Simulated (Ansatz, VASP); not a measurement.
C in VASP and in Ansatz

```
C
1.0
     0.00000    1.68317    1.78340
     1.88363    0.00000    1.78340
     1.88363    1.68317    0.00000
C
2
Direct
  0.50000 0.50000 0.50000
  0.75000 0.75000 0.75000
```

Change from the starting cell: strain +0.0562 x Voigt [1, -1, 0, 0, 0, 0], atoms carried along.

Alike in both runs: task single point; functional r2SCAN; k mesh 12 × 12 × 12; occupations gaussian, width 0.05 eV; no spin polarisation.

|  | VASP | Ansatz |
| --- | --- | --- |
| version | VASP 6.6.1 | Ansatz 0.2.0 |
| potentials or method | VASP PAW PBE potentials, release 64 (C), cutoff 520 eV | scalar-relativistic, plane waves, PAW |
| valence electrons in the cell | 8 | 8 |

VASP gave:

* gap on the k mesh at the Fermi level (eV): 2.16
* least direct gap on the mesh (eV): 4.34
* pressure (GPa): 0.4
* traceless stress, the component that is largest in VASP (GPa): -57.93

Problem. What did Ansatz give for the same quantities?

Solution. gap on the k mesh at the Fermi level (eV): 2.19; least direct gap on the mesh (eV): 4.38; pressure (GPa): -0.7; traceless stress, the component that is largest in VASP (GPa): -58.04.

VASP's potentials were made for PBE, not for r2SCAN.
